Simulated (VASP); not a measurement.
# InO in VASP: notebook

InO is run at these levels: PBE; tasks: single point.

Program: VASP 6.6.1. These are calculated values, not measurements. Logs are shortened: lines on timing, memory, paths and dates and some standing lists are left out, and cuts for length are marked.

## 1. The cell of the first run

The cell holds a slab with vacuum, 4 atoms: a = 3.540 Å, b = 3.540 Å, c = 16.274 Å, α = 90.00°, β = 90.00°, γ = 120.00°.

## 2. Single point, PBE (strain +0.025 along x and y, +0.025 along z)

Input file INCAR:

```
SYSTEM = InO
ALGO = Normal
EDIFF = 1E-7
ENCUT = 520
GGA = PE
ISIF = 2
ISMEAR = 0
LASPH = .True.
LCHARG = .True.
LELF = .True.
LREAL = .False.
LVHAR = .True.
LWAVE = .False.
NBANDS = 27
NELM = 60
PREC = Accurate
SIGMA = 0.03
```

Input file KPOINTS:

```
k-points
0
Gamma
  12 12 2
  0 0 0
```

Input file POSCAR:

```
InO
1.0
    3.5399541463      0.0000000000      0.0000000000
   -1.7699770732      3.0656902189      0.0000000000
    0.0000000000      0.0000000000     16.2740275000
In O
2 2
Direct
    0.6666666667      0.3333333333      0.5900210000
    0.6666666667      0.3333333333      0.4099790000
    0.0000000000      0.0000000000      0.6398670000
    0.0000000000      0.0000000000      0.3601330000
```

Potentials or basis: VASP PAW PBE potentials, release 64 (In_d, O).

Run with:

```
$ cat potpaw_PBE.64/In_d/POTCAR potpaw_PBE.64/O/POTCAR > POTCAR
$ mpirun -np 1 vasp_std > vasp.out
```

OUTCAR:

```text
SYSTEM = InO
   EDIFF = 1E-7
   ENCUT = 520
   GGA = PE
   ISIF = 2
   ISMEAR = 0
   LASPH = .True.
   LREAL = .False.
   NELM = 60
   PREC = Accurate

 ion  position               nearest neighbor table
   1  0.667  0.333  0.590-   3 2.20   3 2.20   3 2.20   2 2.93
   2  0.667  0.333  0.410-   4 2.20   4 2.20   4 2.20   1 2.93
   3  0.000  0.000  0.640-   1 2.20   1 2.20   1 2.20
   4  0.000  0.000  0.360-   2 2.20   2 2.20   2 2.20

  LATTYP: Found a hexagonal cell.
 ALAT       =     3.5399541463
 C/A-ratio  =     4.5972424578

  Lattice vectors:

 A1 = (   3.5399541463,   0.0000000000,   0.0000000000)
 A2 = (  -1.7699770732,   3.0656902189,   0.0000000000)
 A3 = (   0.0000000000,   0.0000000000,  16.2740275000)

Analysis of symmetry for initial positions (statically):
=====================================================================
 Subroutine PRICEL returns:
 Original cell was already a primitive cell.

 Routine SETGRP: Setting up the symmetry group for a
 hexagonal supercell.

 Subroutine GETGRP returns: Found 12 space group operations
 (whereof 12 operations were pure point group operations)
 out of a pool of 24 trial point group operations.

The static configuration has the point symmetry D_3h.

Analysis of symmetry for dynamics (positions and initial velocities):
=====================================================================
 Subroutine PRICEL returns:
 Original cell was already a primitive cell.

 Routine SETGRP: Setting up the symmetry group for a
 hexagonal supercell.

 Subroutine GETGRP returns: Found 12 space group operations
 (whereof 12 operations were pure point group operations)
 out of a pool of 24 trial point group operations.

The dynamic configuration has the point symmetry D_3h.

 Subroutine INISYM returns: Found 12 space group operations
 (whereof 12 operations are pure point group operations),
 and found     1 'primitive' translations

----------------------------------------------------------------------------------------

                                     Primitive cell

  volume of cell :     176.6123

  direct lattice vectors                    reciprocal lattice vectors
     3.539954146  0.000000000  0.000000000     0.282489535  0.163095409  0.000000000
    -1.769977073  3.065690219  0.000000000     0.000000000  0.326190818  0.000000000
     0.000000000  0.000000000 16.274027500     0.000000000  0.000000000  0.061447604

  length of vectors
     3.539954146  3.539954146 16.274027500     0.326190818  0.326190818  0.061447604

  position of ions in fractional coordinates (direct lattice)
     0.666666667  0.333333333  0.590021000
     0.666666667  0.333333333  0.409979000
     0.000000000  0.000000000  0.639867000
     0.000000000  0.000000000  0.360133000

  ion indices of the primitive-cell ions
   primitive index   ion index
                 1           1
                 2           2
                 3           3
                 4           4

----------------------------------------------------------------------------------------

 KPOINTS: k-points

Automatic generation of k-mesh.
 Grid dimensions read from file:
 generate k-points for:   12   12    2

 Generating k-lattice:

  Cartesian coordinates                     Fractional coordinates (reciprocal lattice)
     0.023540795  0.013591284  0.000000000     0.083333333  0.000000000  0.000000000
     0.000000000  0.027182568  0.000000000     0.000000000  0.083333333  0.000000000
     0.000000000  0.000000000  0.030723802     0.000000000  0.000000000  0.500000000

  Length of vectors
     0.027182568  0.027182568  0.030723802

  Shift w.r.t. Gamma in fractional coordinates (k-lattice)
     0.000000000  0.000000000  0.000000000

 Subroutine IBZKPT returns following result:
 ===========================================

 Found     38 irreducible k-points:

 Following reciprocal coordinates:
            Coordinates               Weight
  0.000000  0.000000  0.000000      1.000000
  0.083333 -0.000000  0.000000      6.000000
  0.166667 -0.000000  0.000000      6.000000
  0.250000 -0.000000  0.000000      6.000000
  0.333333 -0.000000  0.000000      6.000000
  0.416667 -0.000000  0.000000      6.000000
[... 16 lines left out ...]
  0.250000 -0.000000  0.500000      6.000000
  0.333333 -0.000000  0.500000      6.000000
 [... further k-points ...]
   k-points           NKPTS =     38   k-points in BZ     NKDIM =     38   number of bands    NBANDS=     27
   number of dos      NEDOS =    301   number of ions     NIONS =      4
   total plane-waves  NPLWV =  98784
   dimension x,y,z NGX =    28 NGY =   28 NGZ =  126
   dimension x,y,z NGXF=    56 NGYF=   56 NGZF=  252
   ions per type =               2   2
   NGX,Y,Z   is equivalent  to a cutoff of  13.15, 13.15, 12.87 a.u.
   NGXF,Y,Z  is equivalent  to a cutoff of  26.30, 26.30, 25.74 a.u.
 SYSTEM =  InO
   PREC   = accura    normal or accurate (medium, high low for compatibility)
[... 54 lines left out ...]

  energy without entropy =      -19.32081307  energy(sigma->0) =      -19.32081307

 E-fermi :  -1.9333     XC(G=0):  -4.6959

 val. band max:       -2.0655976812   @ k =   0.3333   0.3333   0.0000
 cond. band min:      -1.7723977590   @ k =   0.0000   0.0000   0.5000
 fundamental gap:      0.2931999222
 Fermi energy:        -1.9333193099

 k-point     1 :       0.0000    0.0000    0.0000
  band No.  band energies     occupation
      1     -19.2811      2.00000
      2     -19.2662      2.00000
      3     -15.5056      2.00000
      4     -15.5056      2.00000
      5     -15.4757      2.00000
      6     -15.4694      2.00000
[... 19 lines left out ...]
     26       6.8576      0.00000
     27       6.8576      0.00000

 k-point     2 :       0.0833   -0.0000    0.0000
  band No.  band energies     occupation
      1     -19.2735      2.00000
      2     -19.2594      2.00000
      3     -15.5415      2.00000
      4     -15.4925      2.00000
      5     -15.4546      2.00000
      6     -15.4525      2.00000
[... 19 lines left out ...]
     26       6.2557      0.00000
     27       6.7540      0.00000

 k-point     3 :       0.1667   -0.0000    0.0000
  band No.  band energies     occupation
      1     -19.2543      2.00000
      2     -19.2422      2.00000
      3     -15.5587      2.00000
      4     -15.4602      2.00000
      5     -15.4146      2.00000
      6     -15.4041      2.00000
[... 19 lines left out ...]
     26       6.5110      0.00000
     27       6.5330      0.00000

 k-point     4 :       0.2500   -0.0000    0.0000
  band No.  band energies     occupation
      1     -19.2318      2.00000
      2     -19.2220      2.00000
      3     -15.5535      2.00000
      4     -15.4296      2.00000
      5     -15.3788      2.00000
      6     -15.3621      2.00000
[... 19 lines left out ...]
     26       6.2428      0.00000
     27       6.8866      0.00000

 k-point     5 :       0.3333   -0.0000    0.0000
  band No.  band energies     occupation
      1     -19.2136      2.00000
      2     -19.2053      2.00000
      3     -15.5411      2.00000
      4     -15.4170      2.00000
      5     -15.3963      2.00000
      6     -15.3266      2.00000
[... 19 lines left out ...]
     26       6.0226      0.00000
     27       7.2873      0.00000

 k-point     6 :       0.4167   -0.0000    0.0000
  band No.  band energies     occupation
      1     -19.2028      2.00000
      2     -19.1954      2.00000
      3     -15.5339      2.00000
      4     -15.4154      2.00000
      5     -15.4045      2.00000
      6     -15.3310      2.00000
[... 444 lines left out ...]
      1     -19.2735      2.00000
      2     -19.2594      2.00000
      3     -15.5415      2.00000
      4     -15.4925      2.00000
      5     -15.4546      2.00000
      6     -15.4525      2.00000
[... 19 lines left out ...]
     26       6.7541      0.00000
     27       6.9663      0.00000

 k-point    22 :       0.1667   -0.0000    0.5000
  band No.  band energies     occupation
      1     -19.2543      2.00000
      2     -19.2422      2.00000
      3     -15.5587      2.00000
      4     -15.4602      2.00000
      5     -15.4146      2.00000
      6     -15.4041      2.00000
[... 19 lines left out ...]
     26       6.5109      0.00000
     27       6.7401      0.00000

 k-point    23 :       0.2500   -0.0000    0.5000
  band No.  band energies     occupation
      1     -19.2318      2.00000
      2     -19.2220      2.00000
      3     -15.5535      2.00000
      4     -15.4296      2.00000
      5     -15.3788      2.00000
      6     -15.3621      2.00000
[... 19 lines left out ...]
     26       6.1889      0.00000
     27       6.2428      0.00000

 k-point    24 :       0.3333   -0.0000    0.5000
  band No.  band energies     occupation
      1     -19.2136      2.00000
      2     -19.2053      2.00000
      3     -15.5411      2.00000
      4     -15.4170      2.00000
      5     -15.3963      2.00000
      6     -15.3266      2.00000
[... 19 lines left out ...]
     26       6.2479      0.00000
     27       6.7186      0.00000

 [... further k-points ...]
[... 5 lines left out ...]
  --------------------------------------------------------------------------------------
  -------------------------------------------------------------------------------------
  Total       -3.2433635     -3.2433635     -1.7590258      0.0000000     -0.0000000      0.0000000
  in kB      -29.4228853    -29.4228853    -15.9573898      0.0000000     -0.0000000      0.0000000
  external PRESSURE =     -24.9343868 kB  Pullay stress =       0.0000000 kB

 VOLUME and BASIS-vectors are now :
 -----------------------------------------------------------------------------
  energy-cutoff  :      520.00
  volume of cell :      176.61
      direct lattice vectors                 reciprocal lattice vectors
     3.539954146  0.000000000  0.000000000     0.282489535  0.163095409  0.000000000
    -1.769977073  3.065690219  0.000000000     0.000000000  0.326190818  0.000000000
     0.000000000  0.000000000 16.274027500     0.000000000  0.000000000  0.061447604

 POSITION                                       TOTAL-FORCE (eV/Angst)
 -----------------------------------------------------------------------------------
      1.76998      1.02190      9.60202        -0.000000     -0.000000      0.262333
      1.76998      1.02190      6.67201         0.000000     -0.000000     -0.262333
      0.00000      0.00000     10.41321        -0.000000      0.000000     -0.542233
      0.00000      0.00000      5.86081        -0.000000     -0.000000      0.542233
 -----------------------------------------------------------------------------------
    total drift:                               -0.000001      0.000000      0.000000

  FREE ENERGIE OF THE ION-ELECTRON SYSTEM (eV)
  ---------------------------------------------------
  free  energy   TOTEN  =       -19.3208130748 eV

  energy  without entropy=      -19.3208130748  energy(sigma->0) =      -19.32081307
```

Run time: 5.4 min. Hardware: 1 thread of Intel Xeon 6975P-C, shared host; peak memory 0.39 GiB.

Results:

| Item | Value |
| --- | --- |
| Free energy | -19.3208 eV |
| Largest force | 0.542 eV/Å |
| Band gap on the k mesh | 0.29 eV, indirect (least direct gap 0.88 eV) |

Forces in eV/Å, atoms in the order of the input:
```
In   0.000  0.000  0.262
In   0.000  0.000 -0.262
O    0.000  0.000 -0.542
O    0.000  0.000  0.542
```

Caveat: the cell differs from its parent crystal (strain +0.025 along x and y, +0.025 along z); spin-orbit coupling is left out, which moves the levels of the heavy elements.

## 3. Single point, PBE (strain +0.050 along x and y, +0.000 along z)

Input file INCAR:

```
  PREC = Accurate
  ENCUT = 520
  EDIFF = 1E-7
  ISMEAR = 0
  SIGMA = 0.03
  LREAL = F
  LASPH = T
  NELM = 100
  ALGO = Normal
  ISIF = 2
  LWAVE = F
  LCHARG = F
  GGA = PE
  NBANDS = 27
```

Input file KPOINTS:

```
regular mesh
0
Gamma
  12 12 2
```

Input file POSCAR:

```
InO
1.0
    3.6262944914      0.0000000000      0.0000000000
   -1.8131472457      3.1404631511      0.0000000000
    0.0000000000      0.0000000000     15.8771000000
In O
2 2
Direct
    0.6666666667      0.3333333333      0.5900210000
    0.6666666667      0.3333333333      0.4099790000
    0.0000000000      0.0000000000      0.6398670000
    0.0000000000      0.0000000000      0.3601330000
```

Potentials or basis: VASP PAW PBE potentials, release 64 (In_d, O).

Run with:

```
$ cat potpaw_PBE.64/In_d/POTCAR potpaw_PBE.64/O/POTCAR > POTCAR
$ mpirun -np 1 vasp_std > vasp.out
```

It took 5.1 min on 1 thread of Intel Xeon 6975P-C, shared host; peak memory 0.38 GiB.

It converged, with:

```
Free energy            : -19.1484 eV
Largest force          : 0.699 eV/Å
Band gap on the k mesh : 0.30 eV, indirect (least direct gap 0.74 eV)
```

Forces on the atoms (eV/Å):
```
In   0.000  0.000  0.699
In   0.000  0.000 -0.699
O    0.000  0.000 -0.685
O    0.000  0.000  0.685
```

Levels at points of the mesh, in eV from the valence-band top:
| k point | band 15 | band 16 | band 17 | band 18 | band 19 | band 20 | band 21 | band 22 | band 23 | band 24 |
| --- | --- | --- | --- | --- | --- | --- | --- | --- | --- | --- |
| (0.00, 0.00, 0.00) | -1.43 | -1.43 | -1.40 | -1.40 | -0.43 | 0.30 | 3.17 | 6.33 | 6.37 | 8.23 |
| (0.50, 0.00, 0.00) | -2.17 | -2.11 | -2.07 | -1.43 | -0.13 | 2.39 | 3.59 | 5.40 | 6.26 | 7.58 |
| (0.00, 0.00, 0.50) | -1.43 | -1.43 | -1.40 | -1.40 | -0.43 | 0.30 | 3.17 | 6.10 | 6.83 | 7.46 |
| (0.50, 0.00, 0.50) | -2.17 | -2.11 | -2.07 | -1.43 | -0.13 | 2.39 | 3.59 | 5.40 | 6.26 | 7.58 |

Caveat: the cell differs from its parent crystal (strain +0.050 along x and y, +0.000 along z); spin-orbit coupling is left out, which moves the levels of the heavy elements.

## 4. Single point, PBE (strain +0.025 along x and y, +0.050 along z)

Input file INCAR:

```
SYSTEM = InO
  ALGO = Normal
  EDIFF = 1E-6
  ENCUT = 520
  GGA = PE
  ISIF = 2
  ISMEAR = 0
  LASPH = .True.
  LCHARG = .False.
  LREAL = .False.
  LWAVE = .False.
  NBANDS = 27
  NELM = 60
  PREC = Accurate
  SIGMA = 0.03
```

Input file KPOINTS:

```
k-points
0
Gamma
  12 12 2
  0 0 0
```

Input file POSCAR:

```
InO
1.0
    3.5399541463      0.0000000000      0.0000000000
   -1.7699770732      3.0656902189      0.0000000000
    0.0000000000      0.0000000000     16.6709550000
In O
2 2
Direct
    0.6666666667      0.3333333333      0.5900210000
    0.6666666667      0.3333333333      0.4099790000
    0.0000000000      0.0000000000      0.6398670000
    0.0000000000      0.0000000000      0.3601330000
```

Run with:

```
$ cat potpaw_PBE.64/In_d/POTCAR potpaw_PBE.64/O/POTCAR > POTCAR
$ mpirun -np 1 vasp_std > vasp.out
```

Run time: 5.4 min. Hardware: 1 thread of Intel Xeon 6975P-C, shared host; peak memory 0.4 GiB.

Results (log left out):

| Quantity | Value |
| --- | --- |
| Free energy | -19.2683 eV |
| Largest force | 0.683 eV/Å |
| Band gap on the k mesh | 0.22 eV, indirect (least direct gap 0.85 eV) |

Forces in eV/Å, atoms in the order of the input:
```
In   0.000  0.000  0.183
In   0.000  0.000 -0.183
O    0.000  0.000 -0.683
O    0.000  0.000  0.683
```

Levels at points of the mesh, in eV from the valence-band top:
```tsv
k point	band 16	band 17	band 18	band 19	band 20	band 21	band 22	band 23
(0.00, 0.00, 0.00)	-1.59	-1.57	-1.57	-0.63	0.22	3.02	6.12	6.33
(0.50, 0.00, 0.00)	-2.35	-2.28	-1.80	-0.20	2.28	3.49	4.96	6.46
(0.00, 0.00, 0.50)	-1.59	-1.57	-1.57	-0.63	0.22	3.02	5.99	6.71
(0.50, 0.00, 0.50)	-2.35	-2.28	-1.80	-0.20	2.28	3.49	4.96	6.46
```

Caveat: the cell differs from its parent crystal (strain +0.025 along x and y, +0.050 along z); spin-orbit coupling is left out, which moves the levels of the heavy elements.

## 5. Single point, PBE (strain +0.050 along x and y, +0.025 along z)

Input file INCAR:

```
PREC = Accurate
ENCUT = 520
EDIFF = 1E-6
ISMEAR = 0
SIGMA = 0.03
LREAL = F
LASPH = T
NELM = 80
ALGO = Normal
ISIF = 2
LWAVE = F
LCHARG = F
GGA = PE
NBANDS = 27
```

Input file KPOINTS:

```
regular mesh
0
Gamma
  12 12 2
```

Input file POSCAR:

```
InO
1.0
    3.6262944914      0.0000000000      0.0000000000
   -1.8131472457      3.1404631511      0.0000000000
    0.0000000000      0.0000000000     16.2740275000
In O
2 2
Direct
    0.6666666667      0.3333333333      0.5900210000
    0.6666666667      0.3333333333      0.4099790000
    0.0000000000      0.0000000000      0.6398670000
    0.0000000000      0.0000000000      0.3601330000
```

Run with:

```
$ cat potpaw_PBE.64/In_d/POTCAR potpaw_PBE.64/O/POTCAR > POTCAR
$ mpirun -np 1 vasp_std > vasp.out
```

Run time: 5.7 min. Hardware: 1 thread of Intel Xeon 6975P-C, shared host; peak memory 0.39 GiB.

The run converged. Its results:

```
Free energy            : -19.1095 eV
Largest force          : 0.815 eV/Å
Band gap on the k mesh : 0.30 eV, indirect (least direct gap 0.71 eV)
```

Forces on the atoms (eV/Å):
```
In   0.000  0.000  0.553
In   0.000  0.000 -0.553
O    0.000  0.000 -0.815
O    0.000  0.000  0.815
```

Levels at points of the mesh, in eV from the valence-band top:
```csv
k point,band 16,band 17,band 18,band 19,band 20,band 21,band 22,band 23
"(0.00, 0.00, 0.00)",-1.40,-1.37,-1.37,-0.42,0.30,3.11,6.30,6.43
"(0.50, 0.00, 0.00)",-2.08,-2.03,-1.45,-0.11,2.39,3.46,5.23,6.25
"(0.00, 0.00, 0.50)",-1.40,-1.37,-1.37,-0.42,0.30,3.11,6.12,6.85
"(0.50, 0.00, 0.50)",-2.08,-2.03,-1.45,-0.11,2.39,3.46,5.23,6.25
```

Caveat: the cell differs from its parent crystal (strain +0.050 along x and y, +0.025 along z); spin-orbit coupling is left out, which moves the levels of the heavy elements.

## 6. Overview

```tsv
cell	gap on the mesh (eV)	largest force (eV/Å)
a = 3.540, b = 3.540, c = 16.274 Å, angles 90.0, 90.0, 120.0°, 4 atoms	0.29	0.54
a = 3.626, b = 3.626, c = 15.877 Å, angles 90.0, 90.0, 120.0°, 4 atoms	0.30	0.70
a = 3.540, b = 3.540, c = 16.671 Å, angles 90.0, 90.0, 120.0°, 4 atoms	0.22	0.68
a = 3.626, b = 3.626, c = 16.274 Å, angles 90.0, 90.0, 120.0°, 4 atoms	0.30	0.82
```

Alike in all rows: task single point; level PBE; potentials or basis VASP PAW PBE potentials, release 64 (In_d, O); no spin polarisation; k mesh 12 × 12 × 2; cutoff (eV) 520; smearing gaussian 0.03 eV.

Caveats: spin-orbit coupling is left out, which moves the levels of the heavy elements.

Total energies depend on the potentials used, so only differences within one code and one set of settings carry meaning.
